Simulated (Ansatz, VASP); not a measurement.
**One calculation of CaHf4, two programs**

```
Ca Hf
1.0
     5.92412    0.00000    0.00000
    -2.96206    5.13044    0.00000
     0.00000    0.00000    5.17843
Ca Hf
1 4
Direct
  0.00000 0.00000 0.50000
  0.50000 0.00000 0.50000
  0.00000 0.50000 0.50000
  0.50000 0.50000 0.50000
  0.00000 0.00000 0.00000
```

Alike in both runs: task single point; functional PBE; k mesh 6 × 6 × 8; occupations gaussian, width 0.1 eV; no spin polarisation.

|  | VASP | Ansatz |
| --- | --- | --- |
| version | VASP 6.6.1 | Ansatz 0.2.0 |
| potentials or method | VASP PAW PBE potentials, release 64 (Ca_sv, Hf_pv), cutoff 520 eV | scalar-relativistic, plane waves, PAW |
| valence electrons in the cell | 50 | 114 |

|  | VASP | Ansatz | Ansatz less VASP |
| --- | --- | --- | --- |
| gap on the k mesh at the Fermi level (eV) | none | none | - |
| pressure (GPa) | -0.2 | 0.0 | +0.19 |

A gap of «none» marks a metal or a gap that the smearing closes. VASP's potentials hold 50 valence electrons a cell and Ansatz's 114, so a difference there can come from the potentials and not from the codes.

Spin-orbit coupling is off throughout.
